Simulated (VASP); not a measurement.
# PtSe2 (C2/m) in VASP: single point with PBEsol

Aim: the single point of PtSe2 with PBEsol.

Everything below comes from runs of VASP 6.6.1. Logs are shortened: lines on timing, memory, paths and dates and some standing lists are left out, and cuts for length are marked.

### Step 1. The cell of the first run

The structure is monoclinic, space group C2/m (No. 12). Conventional cell: a = 6.514 Å, b = 3.930 Å, c = 4.863 Å, α = 90.00°, β = 90.00°, γ = 90.00°. Pt (site symmetry 2/m) has 6 Se at 2.51 to 2.58 Å within 3.3 Å. Within 3.4 Å of Se (site symmetry m) lie 3 Pt at 2.51 to 2.58 Å and 6 Se at 3.18 to 3.39 Å.

### Step 2. Single point, PBEsol (strain +0.0450 x Voigt [1, 0, 0, 0, 0, 0])

File INCAR:

```
SYSTEM = PtSe2
  ALGO = Normal
  EDIFF = 1E-7
  ENCUT = 520
  GGA = PS
  ISIF = 2
  ISMEAR = 0
  LASPH = .True.
  LCHARG = .True.
  LELF = .True.
  LREAL = .False.
  LVHAR = .True.
  LWAVE = .False.
  NBANDS = 18
  NELM = 80
  PREC = Accurate
  SIGMA = 0.15
```

File KPOINTS:

```
k-points
0
Gamma
  12 12 10
  0 0 0
```

File POSCAR:

```
PtSe2
1.0
    3.9299575279      0.0000000000      0.0000000000
   -1.9649787639      3.2568833062      0.0000000000
    0.0000000000      0.0000000000      4.8633103101
Pt Se
1 2
Direct
    0.0000000000      0.0000000000      0.0000000000
    0.3333333333      0.6666666667      0.2606754608
    0.6666666667      0.3333333333      0.7393245392
```

Potentials or basis: VASP PAW PBE potentials, release 64 (Pt, Se).

On the command line:

```
> cat potpaw_PBE.64/Pt/POTCAR potpaw_PBE.64/Se/POTCAR > POTCAR
> mpirun -np 1 vasp_std > vasp.out
```

OUTCAR:

```text
SYSTEM = PtSe2
   EDIFF = 1E-7
   ENCUT = 520
   GGA = PS
   ISIF = 2
   ISMEAR = 0
   LASPH = .True.
   LREAL = .False.
   NELM = 80
   PREC = Accurate

 ion  position               nearest neighbor table
   1  0.000  0.000  0.000-   2 2.51   3 2.51   3 2.58   2 2.58   3 2.58   2 2.58
   2  0.333  0.667  0.261-   1 2.51   1 2.58   1 2.58
   3  0.667  0.333  0.739-   1 2.51   1 2.58   1 2.58

  Warning from LATTYP: Monoclinic adjustment (A1->A3, A2->A1, A3->A2)!
  LATTYP: Found a base centered orthorhombic cell.
 ALAT       =     3.9299575279
 B/A-ratio  =     1.6574648876
 C/A-ratio  =     1.2374969133

  Lattice vectors:

 A1 = (   1.9649787639,  -3.2568833062,   0.0000000000)
 A2 = (   1.9649787640,   3.2568833062,   0.0000000000)
 A3 = (   0.0000000000,   0.0000000000,   4.8633103101)

Analysis of symmetry for initial positions (statically):
=====================================================================
 Subroutine PRICEL returns:
 Original cell was already a primitive cell.

 Routine SETGRP: Setting up the symmetry group for a
 base centered orthorhombic supercell.

 Subroutine GETGRP returns: Found  4 space group operations
 (whereof  4 operations were pure point group operations)
 out of a pool of  8 trial point group operations.

The static configuration has the point symmetry C_2h.

Analysis of symmetry for dynamics (positions and initial velocities):
=====================================================================
 Subroutine PRICEL returns:
 Original cell was already a primitive cell.

 Routine SETGRP: Setting up the symmetry group for a
 base centered orthorhombic supercell.

 Subroutine GETGRP returns: Found  4 space group operations
 (whereof  4 operations were pure point group operations)
 out of a pool of  8 trial point group operations.

The dynamic configuration has the point symmetry C_2h.

 Subroutine INISYM returns: Found  4 space group operations
 (whereof  4 operations are pure point group operations),
 and found     1 'primitive' translations

----------------------------------------------------------------------------------------

                                     Primitive cell

  volume of cell :      62.2475

  direct lattice vectors                    reciprocal lattice vectors
     3.929957528  0.000000000  0.000000000     0.254455676  0.153521006  0.000000000
    -1.964978764  3.256883306  0.000000000     0.000000000  0.307042011  0.000000000
     0.000000000  0.000000000  4.863310310     0.000000000  0.000000000  0.205621261

  length of vectors
     3.929957528  3.803739004  4.863310310     0.297180737  0.307042011  0.205621261

  position of ions in fractional coordinates (direct lattice)
     0.000000000  0.000000000  0.000000000
     0.333333333  0.666666667  0.260675461
     0.666666667  0.333333333  0.739324539

  ion indices of the primitive-cell ions
   primitive index   ion index
                 1           1
                 2           2
                 3           3

----------------------------------------------------------------------------------------

 KPOINTS: k-points

Automatic generation of k-mesh.
 Grid dimensions read from file:
 generate k-points for:   12   12   10

 Generating k-lattice:

  Cartesian coordinates                     Fractional coordinates (reciprocal lattice)
     0.021204640  0.012793417  0.000000000     0.083333333  0.000000000  0.000000000
     0.000000000  0.025586834  0.000000000     0.000000000  0.083333333  0.000000000
     0.000000000  0.000000000  0.020562126     0.000000000  0.000000000  0.100000000

  Length of vectors
     0.024765061  0.025586834  0.020562126

  Shift w.r.t. Gamma in fractional coordinates (k-lattice)
     0.000000000  0.000000000  0.000000000

 Subroutine IBZKPT returns following result:
 ===========================================

 Found    398 irreducible k-points:

 Following reciprocal coordinates:
            Coordinates               Weight
  0.000000  0.000000  0.000000      1.000000
  0.083333  0.000000  0.000000      4.000000
  0.166667  0.000000  0.000000      4.000000
  0.250000  0.000000  0.000000      4.000000
  0.333333  0.000000  0.000000      4.000000
  0.416667  0.000000  0.000000      4.000000
[... 16 lines left out ...]
  0.333333  0.166667  0.000000      4.000000
  0.416667  0.166667  0.000000      4.000000
 [... further k-points ...]
   k-points           NKPTS =    398   k-points in BZ     NKDIM =    398   number of bands    NBANDS=     18
   number of dos      NEDOS =    301   number of ions     NIONS =      3
   total plane-waves  NPLWV =  30240
   dimension x,y,z NGX =    30 NGY =   28 NGZ =   36
   dimension x,y,z NGXF=    60 NGYF=   56 NGZF=   72
   ions per type =               1   2
   NGX,Y,Z   is equivalent  to a cutoff of  12.69, 12.24, 12.31 a.u.
   NGXF,Y,Z  is equivalent  to a cutoff of  25.38, 24.48, 24.61 a.u.
 SYSTEM =  PtSe2
   PREC   = accura    normal or accurate (medium, high low for compatibility)
   ISTART =      0    job   : 0-new  1-cont  2-samecut
   ICHARG =      2    charge: 1-file 2-atom 10-const
   ISPIN  =      1    spin polarized calculation?
   LNONCOLLINEAR =      F non collinear calculations
   LSORBIT =      F    spin-orbit coupling
   LASPH  =      T    aspherical Exc in radial PAW
   ENCUT  =  520.0 eV  38.22 Ry    6.18 a.u.   7.31  7.07  9.04*2*pi/ulx,y,z
   NELM   =     80;   NELMIN=  2; NELMDL= -5     # of ELM steps
   EDIFF  = 0.1E-06   stopping-criterion for ELM
   LREAL  =      F    real-space projection
   EDIFFG = 0.1E-05   stopping-criterion for IOM
   NSW    =      0    number of steps for IOM
   IBRION =     -1    ionic relax: 0-MD 1-quasi-New 2-CG
   NFREE  =      0    steps in history (QN), initial steepest desc. (CG)
   ISIF   =      2    stress and relaxation
   ISYM   =      2    0-nonsym 1-usesym 2-fastsym
   POTIM  = 0.5000    time-step for ionic-motion
   TEBEG  =    0.0;   TEEND  =   0.0 temperature during run
   PSTRESS=    0.0 pullay stress
   NELECT =      22.0000    total number of electrons
   NUPDOWN=      -1.0000    fix difference up-down
   EMIN   =  10.00;   EMAX   =-10.00  energy-range for DOS
   EFERMI =   0.00;   METHOD = LEGACY
   ISMEAR =     0;   SIGMA  =   0.15  broadening in eV -4-tet -1-fermi 0-gaus
   EFERMI_NEDOS =   21; number of points for ismear=-14 and -15
   IALGO  =     38    algorithm
   IMIX   =      4    mixing-type and parameters
     AMIX     =   0.40;   BMIX     =  1.00
     AMIX_MAG =   1.60;   BMIX_MAG =  1.00
  volume/ion in A,a.u.               =      20.75       140.02
  Fermi-wavevector in a.u.,A,eV,Ry     =   1.157466  2.187294 18.228111  1.339728
  Thomas-Fermi vector in A             =   2.294077
   LORBIT       =      0    0 simple, 1 ext, 2 COOP (PROOUT), +10 PAW based schemes
   GGA     = PS    functional components
   LHFCALC =     F    Hartree Fock is set to
   AEXX    =    0.0000 exact exchange contribution
   IVDW    =     0    specifies the selected vdW correction
   LEPSILON=     F    determine dielectric tensor
   LRPA    =     F    only Hartree local field effects (RPA)
 non-spin polarized calculation
 Gauss-broadening in eV      SIGMA  =   0.15
  energy-cutoff  :      520.00
  volume of cell :       62.25
 maximum number of plane-waves:      1696
 NGX is ok and might be reduce to    30
   NGX = 15   NGY = 15   NGZ = 19

 number of electron      21.9999997 magnetization

 Free energy of the ion-electron system (eV)
  ---------------------------------------------------
  ext. energy  EPLUGINS =         0.00000000
  ---------------------------------------------------
  free energy    TOTEN  =       -15.82623316 eV

  energy without entropy =      -15.81692143  energy(sigma->0) =      -15.82157729

 E-fermi :   5.8985     XC(G=0): -10.7521

 val. band max:        5.8933279407   @ k =   0.3333   0.2500   0.0000
 cond. band min:       5.9119536103   @ k =   0.0833   0.0000   0.1000
 fundamental gap:      0.0186256696
 Fermi energy:         5.8985371967

 k-point     1 :       0.0000    0.0000    0.0000
  band No.  band energies     occupation
      1      -9.3800      2.00000
      2      -6.4998      2.00000
      3      -0.7775      2.00000
      4      -0.0646      2.00000
      5      -0.0433      2.00000
      6       2.3089      2.00000
[... 10 lines left out ...]
     17      13.4614      0.00000
     18      17.3126      0.00000

 k-point     2 :       0.0833    0.0000    0.0000
  band No.  band energies     occupation
      1      -9.3123      2.00000
      2      -6.5400      2.00000
      3      -0.6928      2.00000
      4      -0.0055      2.00000
      5       0.0139      2.00000
      6       2.2240      2.00000
[... 10 lines left out ...]
     17      13.5523      0.00000
     18      16.1626      0.00000

 k-point     3 :       0.1667    0.0000    0.0000
  band No.  band energies     occupation
      1      -9.1160      2.00000
      2      -6.6528      2.00000
      3      -0.4517      2.00000
      4       0.1251      2.00000
      5       0.2150      2.00000
      6       1.8491      2.00000
[... 10 lines left out ...]
     17      13.9991      0.00000
     18      14.9532      0.00000

 k-point     4 :       0.2500    0.0000    0.0000
  band No.  band energies     occupation
      1      -8.8111      2.00000
      2      -6.8208      2.00000
      3      -0.1156      2.00000
      4       0.3090      2.00000
      5       0.4918      2.00000
      6       1.1696      2.00000
[... 375 lines left out ...]
      4       0.3677      2.00000
      5       0.8533      2.00000
      6       0.9696      2.00000
[... 10 lines left out ...]
     17      14.0548      0.00000
     18      14.8153      0.00000

 k-point    23 :       0.3333    0.1667    0.0000
  band No.  band energies     occupation
      1      -7.8941      2.00000
      2      -7.3018      2.00000
      3      -0.5341      2.00000
      4       0.4369      2.00000
      5       0.9762      2.00000
      6       1.2570      2.00000
[... 10 lines left out ...]
     17      14.3524      0.00000
     18      15.2254      0.00000

 k-point    24 :       0.4167    0.1667    0.0000
  band No.  band energies     occupation
      1      -7.7261      2.00000
      2      -7.4182      2.00000
      3      -0.7122      2.00000
      4       0.4033      2.00000
      5       1.0232      2.00000
      6       1.3395      2.00000
[... 10 lines left out ...]
     17      14.8460      0.00000
     18      15.7325      0.00000

 [... further k-points ...]
[... 5 lines left out ...]
  --------------------------------------------------------------------------------------
  -------------------------------------------------------------------------------------
  Total       -3.7331529     -1.4377195     -1.3327270     -0.0000000      0.5889351      0.0000000
  in kB      -96.0869319    -37.0051955    -34.3028126     -0.0000000     15.1584928      0.0000000
  external PRESSURE =     -55.7983133 kB  Pullay stress =       0.0000000 kB

 VOLUME and BASIS-vectors are now :
 -----------------------------------------------------------------------------
  energy-cutoff  :      520.00
  volume of cell :       62.25
      direct lattice vectors                 reciprocal lattice vectors
     3.929957528  0.000000000  0.000000000     0.254455676  0.153521006  0.000000000
    -1.964978764  3.256883306  0.000000000     0.000000000  0.307042011  0.000000000
     0.000000000  0.000000000  4.863310310     0.000000000  0.000000000  0.205621261

 POSITION                                       TOTAL-FORCE (eV/Angst)
 -----------------------------------------------------------------------------------
      0.00000      0.00000      0.00000         0.000000      0.000000      0.000000
     -0.00000      2.17126      1.26775         0.000000      0.129022     -0.375760
      1.96498      1.08563      3.59556        -0.000000     -0.129022      0.375760
 -----------------------------------------------------------------------------------
    total drift:                                0.000000     -0.000000      0.000000

  FREE ENERGIE OF THE ION-ELECTRON SYSTEM (eV)
  ---------------------------------------------------
  free  energy   TOTEN  =       -15.8262331628 eV

  energy  without entropy=      -15.8169214270  energy(sigma->0) =      -15.82157729
```

Run time: 2.8 min. Hardware: 1 thread of AMD EPYC 9R45 (Zen 5), shared host; peak memory 0.5 GiB.

Results:

* Free energy: -15.8262 eV
* Pressure: -5.6 GPa
* Largest force: 0.397 eV/Å
* Band gap on the k mesh: zero (bands 11 and 12 overlap by 0.86 eV)

Forces in eV/Å, atoms in the order of the input:
```
Pt   0.000  0.000  0.000
Se   0.000  0.129 -0.376
Se   0.000 -0.129  0.376
```

Caveat: the cell differs from its parent crystal (strain +0.0450 x Voigt [1, 0, 0, 0, 0, 0]); the stress differs along the axes, from -10 to -3 GPa; the PAW data sets were made with another functional, which shifts forces and pressure a little; spin-orbit coupling is left out, which moves the levels of the heavy elements.
